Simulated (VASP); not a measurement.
# Si (Fd-3m) in VASP: notebook

Si is run at these levels: PBEsol; tasks: single point.

All numbers are computed with VASP 6.6.1; they aren't measurements. Logs are shortened: lines on timing, memory, paths and dates and some standing lists are left out, and cuts for length are marked.

## Step 1: The cell of the first run

It takes space group Fd-3m (No. 227, cubic). The conventional cell has a = 5.361 Å, b = 5.361 Å, c = 5.361 Å, α = 90.00°, β = 90.00°, γ = 90.00°. Si (site symmetry -43m) has 4 Si at 2.32 Å within 3.1 Å.

## Step 2: Single point, PBEsol (19.26 Å³/atom)

INCAR

```
PREC = Accurate
ENCUT = 520
EDIFF = 1E-6
ISMEAR = 0
SIGMA = 0.05
LREAL = F
LASPH = T
NELM = 60
ALGO = Normal
ISIF = 2
LWAVE = F
LCHARG = F
GGA = PS
NBANDS = 11
```

KPOINTS

```
regular mesh
0
Gamma
  14 14 14
```

POSCAR

```
Si
1.0
    0.0000000000      2.6804502073      2.6804502073
    2.6804502073      0.0000000000      2.6804502073
    2.6804502073      2.6804502073      0.0000000000
Si
2
Direct
    0.7500000000      0.7500000000      0.7500000000
    0.5000000000      0.5000000000      0.5000000000
```

Potentials or basis: VASP PAW PBE potentials, release 64 (Si).

Run with:

```console
$ cat potpaw_PBE.64/Si/POTCAR > POTCAR
$ mpirun -np 1 vasp_std > vasp.out
```

OUTCAR:

```text
PREC = Accurate
   ENCUT = 520
   EDIFF = 1E-6
   ISMEAR = 0
   LREAL = F
   LASPH = T
   NELM = 60
   ISIF = 2
   GGA = PS

 ion  position               nearest neighbor table
   1  0.750  0.750  0.750-   2 2.32   2 2.32   2 2.32   2 2.32
   2  0.500  0.500  0.500-   1 2.32   1 2.32   1 2.32   1 2.32

  LATTYP: Found a face centered cubic cell.
 ALAT       =     5.3609004146

  Lattice vectors:

 A1 = (   0.0000000000,   2.6804502073,   2.6804502073)
 A2 = (   2.6804502073,   0.0000000000,   2.6804502073)
 A3 = (   2.6804502073,   2.6804502073,   0.0000000000)

Analysis of symmetry for initial positions (statically):
=====================================================================
 Subroutine PRICEL returns:
 Original cell was already a primitive cell.

 Routine SETGRP: Setting up the symmetry group for a
 face centered cubic supercell.

 Subroutine GETGRP returns: Found 48 space group operations
 (whereof 24 operations were pure point group operations)
 out of a pool of 48 trial point group operations.

The static configuration has the point symmetry T_d .
 The point group associated with its full space group is O_h .

Analysis of symmetry for dynamics (positions and initial velocities):
=====================================================================
 Subroutine PRICEL returns:
 Original cell was already a primitive cell.

 Routine SETGRP: Setting up the symmetry group for a
 face centered cubic supercell.

 Subroutine GETGRP returns: Found 48 space group operations
 (whereof 24 operations were pure point group operations)
 out of a pool of 48 trial point group operations.

The dynamic configuration has the point symmetry T_d .
 The point group associated with its full space group is O_h .

 Subroutine INISYM returns: Found 48 space group operations
 (whereof 24 operations are pure point group operations),
 and found     1 'primitive' translations

----------------------------------------------------------------------------------------

                                     Primitive cell

  volume of cell :      38.5171

  direct lattice vectors                    reciprocal lattice vectors
     0.000000000  2.680450207  2.680450207    -0.186535828  0.186535828  0.186535828
     2.680450207  0.000000000  2.680450207     0.186535828 -0.186535828  0.186535828
     2.680450207  2.680450207  0.000000000     0.186535828  0.186535828 -0.186535828

  length of vectors
     3.790729036  3.790729036  3.790729036     0.323089532  0.323089532  0.323089532

  position of ions in fractional coordinates (direct lattice)
     0.750000000  0.750000000  0.750000000
     0.500000000  0.500000000  0.500000000
[... 82 lines left out ...]
   NFREE  =      0    steps in history (QN), initial steepest desc. (CG)
   ISIF   =      2    stress and relaxation
   ISYM   =      2    0-nonsym 1-usesym 2-fastsym
   POTIM  = 0.5000    time-step for ionic-motion
   TEBEG  =    0.0;   TEEND  =   0.0 temperature during run
   PSTRESS=    0.0 pullay stress
   NELECT =       8.0000    total number of electrons
   NUPDOWN=      -1.0000    fix difference up-down
   EMIN   =  10.00;   EMAX   =-10.00  energy-range for DOS
   EFERMI =   0.00;   METHOD = LEGACY
   ISMEAR =     0;   SIGMA  =   0.05  broadening in eV -4-tet -1-fermi 0-gaus
   EFERMI_NEDOS =   21; number of points for ismear=-14 and -15
   IALGO  =     38    algorithm
   IMIX   =      4    mixing-type and parameters
     AMIX     =   0.40;   BMIX     =  1.00
     AMIX_MAG =   1.60;   BMIX_MAG =  1.00
  volume/ion in A,a.u.               =      19.26       129.96
  Fermi-wavevector in a.u.,A,eV,Ry     =   0.969513  1.832114 12.788877  0.939956
  Thomas-Fermi vector in A             =   2.099572
   LORBIT       =      0    0 simple, 1 ext, 2 COOP (PROOUT), +10 PAW based schemes
   GGA     = PS    functional components
   LHFCALC =     F    Hartree Fock is set to
   AEXX    =    0.0000 exact exchange contribution
   IVDW    =     0    specifies the selected vdW correction
   LEPSILON=     F    determine dielectric tensor
   LRPA    =     F    only Hartree local field effects (RPA)
 non-spin polarized calculation
 Gauss-broadening in eV      SIGMA  =   0.05
  energy-cutoff  :      520.00
  volume of cell :       38.52
 maximum number of plane-waves:      1056
   NGX = 15   NGY = 15   NGZ = 15

 number of electron       8.0000001 magnetization

 Free energy of the ion-electron system (eV)
  ---------------------------------------------------
  ext. energy  EPLUGINS =         0.00000000
  ---------------------------------------------------
  free energy    TOTEN  =       -11.47240597 eV

  energy without entropy =      -11.47240597  energy(sigma->0) =      -11.47240597

 E-fermi :   6.3802     XC(G=0):  -9.7034

 val. band max:        6.1898229442   @ k =   0.0000   0.0000   0.0000
 cond. band min:       6.5731300940   @ k =   0.4286   0.4286   0.0000
 fundamental gap:      0.3833071498
 Fermi energy:         6.3801764603

 k-point     1 :       0.0000    0.0000    0.0000
  band No.  band energies     occupation
      1      -6.0730      2.00000
      2       6.1898      2.00000
      3       6.1898      2.00000
      4       6.1898      2.00000
      5       8.7218      0.00000
      6       8.7218      0.00000
      7       8.7218      0.00000
      8       9.9627      0.00000
      9      13.8984      0.00000
     10      13.8984      0.00000
     11      14.0608      0.00000
[... 309 lines left out ...]
 k-point    24 :       0.2857    0.1429    0.0000
  band No.  band energies     occupation
      1      -5.0723      2.00000
      2       2.3694      2.00000
      3       4.5775      2.00000
      4       4.5988      2.00000
      5       8.1904      0.00000
      6      10.2227      0.00000
      7      10.6391      0.00000
      8      10.9836      0.00000
      9      14.6457      0.00000
     10      14.7015      0.00000
     11      16.3939      0.00000

 [... further k-points ...]
[... 5 lines left out ...]
  --------------------------------------------------------------------------------------
  -------------------------------------------------------------------------------------
  Total        1.0234779      1.0234779      1.0234779     -0.0000000      0.0000000      0.0000000
  in kB       42.5731540     42.5731540     42.5731540     -0.0000000      0.0000000      0.0000000
  external PRESSURE =      42.5731540 kB  Pullay stress =       0.0000000 kB

 VOLUME and BASIS-vectors are now :
 -----------------------------------------------------------------------------
  energy-cutoff  :      520.00
  volume of cell :       38.52
      direct lattice vectors                 reciprocal lattice vectors
     0.000000000  2.680450207  2.680450207    -0.186535828  0.186535828  0.186535828
     2.680450207  0.000000000  2.680450207     0.186535828 -0.186535828  0.186535828
     2.680450207  2.680450207  0.000000000     0.186535828  0.186535828 -0.186535828

 POSITION                                       TOTAL-FORCE (eV/Angst)
 -----------------------------------------------------------------------------------
      4.02068      4.02068      4.02068         0.000000      0.000000      0.000000
      2.68045      2.68045      2.68045        -0.000000     -0.000000     -0.000000
 -----------------------------------------------------------------------------------
    total drift:                                0.000000      0.000000     -0.000000

  FREE ENERGIE OF THE ION-ELECTRON SYSTEM (eV)
  ---------------------------------------------------
  free  energy   TOTEN  =       -11.4724059663 eV

  energy  without entropy=      -11.4724059663  energy(sigma->0) =      -11.47240597
```

OSZICAR:

```text
N       E                     dE             d eps       ncg     rms          rms(c)
DAV:   1     0.810481031969E+01    0.81048E+01   -0.33270E+03  2288   0.590E+02
DAV:   2    -0.111538339515E+02   -0.19259E+02   -0.18226E+02  3131   0.883E+01
DAV:   3    -0.117160479028E+02   -0.56221E+00   -0.56060E+00  2921   0.133E+01
DAV:   4    -0.117201415797E+02   -0.40937E-02   -0.40932E-02  2781   0.144E+00
DAV:   5    -0.117201787153E+02   -0.37136E-04   -0.37135E-04  2893   0.124E-01    0.523E+00
DAV:   6    -0.115480092802E+02    0.17217E+00   -0.97492E-02  2575   0.125E+00    0.314E+00
DAV:   7    -0.114717998278E+02    0.76209E-01   -0.16823E-01  2619   0.173E+00    0.219E-01
DAV:   8    -0.114723380812E+02   -0.53825E-03   -0.64682E-03  2662   0.450E-01    0.859E-02
DAV:   9    -0.114723958485E+02   -0.57767E-04   -0.96720E-05  2858   0.649E-02    0.592E-02
DAV:  10    -0.114724062606E+02   -0.10412E-04   -0.11996E-05  2706   0.186E-02    0.811E-03
DAV:  11    -0.114724059663E+02    0.29426E-06   -0.70804E-07  2410   0.419E-03
   1 F= -.11472406E+02 E0= -.11472406E+02  d E =-.366632E-10
```

Run time: 15 s. Hardware: 1 thread of Intel Xeon Platinum 8488C (Sapphire Rapids), shared host; peak memory 0.17 GiB.

Results:

```yaml
Free_energy: -11.4724 eV
Pressure: 4.3 GPa
Band_gap_on_the_k_mesh: 0.38 eV (least direct gap 2.53 eV)
```

Levels at points of the mesh, in eV from the valence-band top:
```
           k point  band 2  band 3  band 4  band 5  band 6  band 7
(0.00, 0.00, 0.00)    0.00    0.00    0.00    2.53    2.53    2.53
(0.50, 0.00, 0.00)   -7.20   -1.24   -1.24    1.60    3.25    3.25
(0.50, 0.50, 0.00)   -7.96   -2.98   -2.98    0.51    0.51   10.40
```

Caveat: the cell stands under pressure; the PAW data sets were made with another functional, which shifts forces and pressure a little. A k mesh can miss the band edges.

## Step 3: Single point, PBEsol (20.06 Å³/atom)

This run uses another cell than the first one, of 20.06 Å³/atom.

INCAR

```
SYSTEM = Si
ALGO     = Normal         ! electronic algorithm
EDIFF    = 1E-7           ! SCF threshold, eV
ENCUT    = 520            ! plane-wave cutoff, eV
GGA      = PS             ! functional
ISIF     = 2              ! what is computed and relaxed
ISMEAR   = 0              ! smearing method
LASPH    = .True.         ! aspherical terms in the spheres
LCHARG   = .False.        ! write CHGCAR
LREAL    = .False.        ! projectors in reciprocal space
LWAVE    = .False.        ! write WAVECAR
NBANDS   = 11             ! bands
NELM     = 60             ! most SCF steps
PREC     = Accurate       ! precision mode
SIGMA    = 0.05           ! smearing width, eV
```

KPOINTS

```
k-points
0
Gamma
  14 14 14
  0 0 0
```

POSCAR

```
Si
1.0
    0.0000000000      2.7171732666      2.7171732666
    2.7171732666      0.0000000000      2.7171732666
    2.7171732666      2.7171732666      0.0000000000
Si
2
Direct
    0.7500000000      0.7500000000      0.7500000000
    0.5000000000      0.5000000000      0.5000000000
```

Potentials or basis: VASP PAW PBE potentials, release 64 (Si).

Run with:

```console
$ cat potpaw_PBE.64/Si/POTCAR > POTCAR
$ mpirun -np 1 vasp_std > vasp.out
```

Wall time 22 s (1 thread of Intel Xeon Platinum 8488C (Sapphire Rapids), shared host); peak memory 0.18 GiB.

Results (log left out):

```yaml
Free_energy: -11.4934 eV
Pressure: 0.1 GPa
Band_gap_on_the_k_mesh: 0.46 eV (least direct gap 2.52 eV)
```

Levels at points of the mesh, in eV from the valence-band top:
| k point | band 1 | band 2 | band 3 | band 4 | band 5 | band 6 | band 7 | band 8 | band 9 |
| --- | --- | --- | --- | --- | --- | --- | --- | --- | --- |
| (0.00, 0.00, 0.00) | -11.98 | 0.00 | 0.00 | 0.00 | 2.52 | 2.52 | 2.52 | 3.30 | 7.69 |
| (0.50, 0.00, 0.00) | -9.63 | -7.01 | -1.20 | -1.20 | 1.46 | 3.27 | 3.27 | 7.51 | 10.51 |
| (0.50, 0.50, 0.00) | -7.82 | -7.82 | -2.87 | -2.87 | 0.59 | 0.59 | 10.05 | 10.05 | 10.93 |

Caveat: the PAW data sets were made with another functional, which shifts forces and pressure a little.

## Step 4: Single point, PBEsol (20.86 Å³/atom)

This run uses another cell than the first one, of 20.86 Å³/atom.

INCAR

```
PREC = Accurate
ENCUT = 520
EDIFF = 1E-7
ISMEAR = 0
SIGMA = 0.05
LREAL = F
LASPH = T
NELM = 60
ALGO = Normal
ISIF = 2
LWAVE = F
LCHARG = F
GGA = PS
NBANDS = 11
```

KPOINTS

```
Automatic mesh
0
Gamma
  14 14 14
```

POSCAR

```
Si
1.0
    0.0000000000      2.7529296469      2.7529296469
    2.7529296469      0.0000000000      2.7529296469
    2.7529296469      2.7529296469      0.0000000000
Si
2
Direct
    0.7500000000      0.7500000000      0.7500000000
    0.5000000000      0.5000000000      0.5000000000
```

Run with:

```console
$ cat potpaw_PBE.64/Si/POTCAR > POTCAR
$ mpirun -np 1 vasp_std > vasp.out
```

Wall time 23 s (1 thread of Intel Xeon Platinum 8488C (Sapphire Rapids), shared host); peak memory 0.18 GiB.

The run converged. Its results:

```yaml
Free_energy: -11.4766 eV
Pressure: -3.3 GPa
Band_gap_on_the_k_mesh: 0.53 eV (least direct gap 2.49 eV)
```

Levels at points of the mesh, in eV from the valence-band top:
| k point | band 1 | band 2 | band 3 | band 4 | band 5 | band 6 | band 7 | band 8 |
| --- | --- | --- | --- | --- | --- | --- | --- | --- |
| (0.00, 0.00, 0.00) | -11.71 | 0.00 | 0.00 | 0.00 | 2.50 | 2.50 | 2.50 | 2.86 |
| (0.50, 0.00, 0.00) | -9.46 | -6.82 | -1.17 | -1.17 | 1.32 | 3.29 | 3.29 | 7.46 |
| (0.50, 0.50, 0.00) | -7.70 | -7.70 | -2.77 | -2.77 | 0.67 | 0.67 | 9.72 | 9.72 |

Caveat: the cell stands under tension; the PAW data sets were made with another functional, which shifts forces and pressure a little. PBEsol gaps usually lie below the measured ones, often by a third to a half.

## Step 5: Single point, PBEsol (15.25 Å³/atom)

This run uses another cell than the first one, of 15.25 Å³/atom.

INCAR

```
SYSTEM = Si
  ALGO = Normal
  EDIFF = 1E-6
  ENCUT = 520
  GGA = PS
  ISIF = 2
  ISMEAR = 0
  LASPH = .True.
  LCHARG = .False.
  LREAL = .False.
  LWAVE = .False.
  NBANDS = 11
  NELM = 60
  PREC = Accurate
  SIGMA = 0.05
```

KPOINTS

```
k-points
0
Gamma
  16 16 16
  0 0 0
```

POSCAR

```
Si
1.0
    0.0000000000      2.4796394118      2.4796394118
    2.4796394118      0.0000000000      2.4796394118
    2.4796394118      2.4796394118      0.0000000000
Si
2
Direct
    0.7500000000      0.7500000000      0.7500000000
    0.5000000000      0.5000000000      0.5000000000
```

Run with:

```console
$ cat potpaw_PBE.64/Si/POTCAR > POTCAR
$ mpirun -np 1 vasp_std > vasp.out
```

Wall time 21 s (1 thread of Intel Xeon Platinum 8488C (Sapphire Rapids), shared host); peak memory 0.17 GiB.

The run converged. Its results:

```
Free energy            : -10.4110 eV
Pressure               : 45.1 GPa
Band gap on the k mesh : zero (bands 4 and 5 overlap by 0.16 eV)
```

Levels at points of the mesh, in eV from the Fermi level:
| k point | band 1 | band 2 | band 3 | band 4 | band 5 | band 6 | band 7 | band 8 |
| --- | --- | --- | --- | --- | --- | --- | --- | --- |
| (0.00, 0.00, 0.00) | -14.03 | 0.08 | 0.08 | 0.08 | 2.65 | 2.65 | 2.65 | 6.74 |
| (0.50, 0.00, 0.00) | -10.89 | -8.47 | -1.36 | -1.36 | 2.51 | 3.09 | 3.09 | 7.87 |
| (0.50, 0.50, 0.00) | -8.79 | -8.79 | -3.58 | -3.58 | -0.01 | -0.01 | 11.91 | 11.91 |

Caveat: the cell stands under pressure; semilocal functionals underestimate gaps, so a narrow gap can read as zero; the PAW data sets were made with another functional, which shifts forces and pressure a little.

## Step 6: Single point, PBEsol (16.05 Å³/atom)

This run uses another cell than the first one, of 16.05 Å³/atom.

INCAR

```
SYSTEM = Si
ALGO = Normal
EDIFF = 1E-6
ENCUT = 520
GGA = PS
ISIF = 2
ISMEAR = 0
LASPH = .True.
LCHARG = .True.
LELF = .True.
LREAL = .False.
LVHAR = .True.
LWAVE = .False.
NBANDS = 11
NELM = 100
PREC = Accurate
SIGMA = 0.05
```

KPOINTS is that of step 5.

POSCAR

```
Si
1.0
    0.0000000000      2.5224002186      2.5224002186
    2.5224002186      0.0000000000      2.5224002186
    2.5224002186      2.5224002186      0.0000000000
Si
2
Direct
    0.7500000000      0.7500000000      0.7500000000
    0.5000000000      0.5000000000      0.5000000000
```

Potentials or basis: VASP PAW PBE potentials, release 64 (Si).

Run with:

```console
$ cat potpaw_PBE.64/Si/POTCAR > POTCAR
$ mpirun -np 1 vasp_std > vasp.out
```

Wall time 22 s (1 thread of Intel Xeon Platinum 8488C (Sapphire Rapids), shared host); peak memory 0.16 GiB.

It converged, with:

| Quantity | Value |
| --- | --- |
| Free energy | -10.8013 eV |
| Pressure | 33.2 GPa |
| Band gap on the k mesh | zero (bands 4 and 5 overlap by 0.03 eV) |

Levels at points of the mesh, in eV from the Fermi level:
| k point | band 2 | band 3 | band 4 | band 5 | band 6 | band 7 |
| --- | --- | --- | --- | --- | --- | --- |
| (0.00, 0.00, 0.00) | 0.02 | 0.02 | 0.02 | 2.59 | 2.59 | 2.59 |
| (0.50, 0.00, 0.00) | -8.20 | -1.38 | -1.38 | 2.27 | 3.10 | 3.10 |
| (0.50, 0.50, 0.00) | -8.63 | -3.48 | -3.48 | 0.08 | 0.08 | 11.68 |

Caveat: the cell stands under pressure; semilocal functionals underestimate gaps, so a narrow gap can read as zero; the PAW data sets were made with another functional, which shifts forces and pressure a little.

(Continued in part 2 of 2.)
